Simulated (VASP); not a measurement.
# Pb in VASP: notebook, part 2 of 2

VASP 6.6.1.

**3. Single point, PBE**

File INCAR:

```
SYSTEM = Pb
PREC     = Accurate       ! precision mode
ENCUT    = 520            ! plane-wave cutoff, eV
EDIFF    = 1E-6           ! SCF threshold, eV
ISMEAR   = -1             ! smearing method
SIGMA    = 0.05           ! smearing width, eV
LREAL    = .False.        ! projectors in reciprocal space
LASPH    = .True.         ! aspherical terms in the spheres
NELM     = 100            ! most SCF steps
ALGO     = Normal         ! electronic algorithm
ISIF     = 2              ! what is computed and relaxed
LWAVE    = .False.        ! write WAVECAR
LCHARG   = .False.        ! write CHGCAR
GGA      = PE             ! functional
NBANDS   = 36             ! bands
```

File KPOINTS:

```
regular mesh
0
Gamma
  9 9 1
  0 0 0
```

File POSCAR:

```
Pb
1.0
    3.4928246563      0.0000000000      0.0000000000
   -1.7464123282      3.0248748833      0.0000000000
    0.0000000000      0.0000000000     23.5556381691
Pb
4
Direct
    0.6666666667      0.3333333333      0.3165647959
    0.3333333333      0.6666666667      0.4348235927
    0.0000000000      0.0000000000      0.5651764073
    0.6666666667      0.3333333333      0.6834352041
```

Potentials or basis: VASP PAW PBE potentials, release 64 (Pb_d).

Command:

```sh
$ cat potpaw_PBE.64/Pb_d/POTCAR > POTCAR
$ mpirun -np 1 vasp_std > vasp.out
```

OUTCAR:

```text
SYSTEM = Pb
   PREC = Accurate
   ENCUT = 520
   EDIFF = 1E-6
   ISMEAR = -1
   LREAL = .False.
   LASPH = .True.
   NELM = 100
   ISIF = 2
   GGA = PE

 ion  position               nearest neighbor table
   1  0.667  0.333  0.317-   2 3.44   2 3.44   2 3.44
   2  0.333  0.667  0.435-   1 3.44   1 3.44   1 3.44   3 3.67   3 3.67   3 3.67
   3  0.000  0.000  0.565-   4 3.44   4 3.44   4 3.44   2 3.67   2 3.67   2 3.67
   4  0.667  0.333  0.683-   3 3.44   3 3.44   3 3.44

  LATTYP: Found a hexagonal cell.
 ALAT       =     3.4928246563
 C/A-ratio  =     6.7440082131

  Lattice vectors:

 A1 = (   3.4928246563,   0.0000000000,   0.0000000000)
 A2 = (  -1.7464123282,   3.0248748833,   0.0000000000)
 A3 = (   0.0000000000,   0.0000000000,  23.5556381691)

Analysis of symmetry for initial positions (statically):
=====================================================================
 Subroutine PRICEL returns:
 Original cell was already a primitive cell.

 Routine SETGRP: Setting up the symmetry group for a
 hexagonal supercell.

 Subroutine GETGRP returns: Found 12 space group operations
 (whereof  6 operations were pure point group operations)
 out of a pool of 24 trial point group operations.

The static configuration has the point symmetry C_3v.
 The point group associated with its full space group is D_3d.

Analysis of symmetry for dynamics (positions and initial velocities):
=====================================================================
 Subroutine PRICEL returns:
 Original cell was already a primitive cell.

 Routine SETGRP: Setting up the symmetry group for a
 hexagonal supercell.

 Subroutine GETGRP returns: Found 12 space group operations
 (whereof  6 operations were pure point group operations)
 out of a pool of 24 trial point group operations.

The dynamic configuration has the point symmetry C_3v.
[... 106 lines left out ...]
   ISMEAR =    -1;   SIGMA  =   0.05  broadening in eV -4-tet -1-fermi 0-gaus
   EFERMI_NEDOS =   21; number of points for ismear=-14 and -15
   IALGO  =     38    algorithm
   IMIX   =      4    mixing-type and parameters
     AMIX     =   0.40;   BMIX     =  1.00
     AMIX_MAG =   1.60;   BMIX_MAG =  1.00
  volume/ion in A,a.u.               =      62.22       419.87
  Fermi-wavevector in a.u.,A,eV,Ry     =   0.995737  1.881669 13.490060  0.991491
  Thomas-Fermi vector in A             =   2.127777
   LORBIT       =      0    0 simple, 1 ext, 2 COOP (PROOUT), +10 PAW based schemes
   GGA     = PE    functional components
   LHFCALC =     F    Hartree Fock is set to
   AEXX    =    0.0000 exact exchange contribution
   IVDW    =     0    specifies the selected vdW correction
   LEPSILON=     F    determine dielectric tensor
   LRPA    =     F    only Hartree local field effects (RPA)
 non-spin polarized calculation
  energy-cutoff  :      520.00
  volume of cell :      248.87
 maximum number of plane-waves:      6771
 NGX is ok and might be reduce to    28
   NGX = 13   NGY = 13   NGZ = 87

 number of electron      56.0000003 magnetization

 Free energy of the ion-electron system (eV)
  ---------------------------------------------------
  ext. energy  EPLUGINS =         0.00000000
  ---------------------------------------------------
  free energy    TOTEN  =       -13.95449423 eV

  energy without entropy =      -13.93850557  energy(sigma->0) =      -13.94649990

 E-fermi :   1.5603     XC(G=0):  -5.6101

 val. band max:        1.4810405399   @ k =   0.3333   0.2222   0.0000
 cond. band min:       1.6376442332   @ k =   0.2222   0.1111   0.0000
 fundamental gap:      0.1566036933
 Fermi energy:         1.5602963976

 k-point     1 :       0.0000    0.0000    0.0000
  band No.  band energies     occupation
      1     -15.4760      2.00000
      2     -15.4752      2.00000
      3     -15.4296      2.00000
      4     -15.4296      2.00000
      5     -15.4282      2.00000
      6     -15.4282      2.00000
[... 457 lines left out ...]
     35       4.3432      0.00000
     36       4.6512      0.00000

------------------------ aborting loop because EDIFF is reached ----------------------------------------

  FORCE on cell =-STRESS in cart. coord.  units (eV):
  Direction    XX          YY          ZZ          XY          YZ          ZX
  --------------------------------------------------------------------------------------
  -------------------------------------------------------------------------------------
  Total        0.4353809      0.4353809     -0.0535253     -0.0000000      0.0000000     -0.0000000
  in kB        2.8028567      2.8028567     -0.3445805     -0.0000000      0.0000000     -0.0000000
  external PRESSURE =       1.7537109 kB  Pullay stress =       0.0000000 kB

 VOLUME and BASIS-vectors are now :
 -----------------------------------------------------------------------------
  energy-cutoff  :      520.00
  volume of cell :      248.87
      direct lattice vectors                 reciprocal lattice vectors
     3.492824656  0.000000000  0.000000000     0.286301231  0.165296093  0.000000000
    -1.746412328  3.024874883  0.000000000     0.000000000  0.330592186  0.000000000
     0.000000000  0.000000000 23.555638169     0.000000000  0.000000000  0.042452681

 POSITION                                       TOTAL-FORCE (eV/Angst)
 -----------------------------------------------------------------------------------
      1.74641      1.00829      7.45689         0.000000      0.000000     -0.002130
     -0.00000      2.01658     10.24255        -0.000000      0.000000      0.004390
      0.00000      0.00000     13.31309         0.000000     -0.000000     -0.004390
      1.74641      1.00829     16.09875        -0.000000     -0.000000      0.002130
 -----------------------------------------------------------------------------------
    total drift:                               -0.000000      0.000000      0.000030

  FREE ENERGIE OF THE ION-ELECTRON SYSTEM (eV)
  ---------------------------------------------------
  free  energy   TOTEN  =       -13.9544942321 eV

  energy  without entropy=      -13.9385055702  energy(sigma->0) =      -13.94649990
```

OSZICAR:

```text
N       E                     dE             d eps       ncg     rms          rms(c)
DAV:   1     0.647285068280E+03    0.64729E+03   -0.26492E+04   888   0.152E+03
DAV:   2     0.496905849641E+02   -0.59759E+03   -0.58941E+03   880   0.435E+02
DAV:   3    -0.110721037088E+02   -0.60763E+02   -0.60230E+02  1056   0.186E+02
DAV:   4    -0.139346695351E+02   -0.28626E+01   -0.28597E+01   984   0.508E+01
[... 12 lines left out ...]
DAV:  17    -0.139544503928E+02   -0.48586E-04   -0.32338E-06   632   0.101E-02    0.184E-03
DAV:  18    -0.139544851585E+02   -0.34766E-04   -0.45501E-06   592   0.119E-02    0.610E-04
DAV:  19    -0.139544924342E+02   -0.72756E-05   -0.44881E-07   648   0.286E-03    0.581E-04
DAV:  20    -0.139544940209E+02   -0.15867E-05   -0.13203E-07   568   0.486E-03    0.139E-04
DAV:  21    -0.139544942321E+02   -0.21124E-06   -0.13341E-08   584   0.172E-03
   1 F= -.13954494E+02 E0= -.13946500E+02  d E =-.159887E-01
```

stdout:

```text
POSCAR found type information on POSCAR Pb
 POSCAR found :  1 types and       4 ions
 scaLAPACK will be used
 LDA part: xc-table for (Slater+PW92), standard interpolation
 POSCAR, INCAR and KPOINTS ok, starting setup
 FFT: planning ... GRIDC
 FFT: planning ... GRID_SOFT
 FFT: planning ... GRID
 WAVECAR not read
 entering main loop
```

It took 3.2 min on 1 thread of AMD EPYC 7R43 (Zen 3), shared host; peak memory 0.33 GiB.

Results:

```
Free energy            : -13.9545 eV
Largest force          : 0.004 eV/Å
Band gap on the k mesh : zero (band 28 reaches 4.64 eV, above the bottom of band 29 at 0.17 eV)
```

Forces on the atoms (eV/Å):
```
Pb   0.000  0.000 -0.002
Pb   0.000  0.000  0.004
Pb   0.000  0.000 -0.004
Pb   0.000  0.000  0.002
```

Caveat: spin-orbit coupling is left out, which moves the levels of the heavy elements.
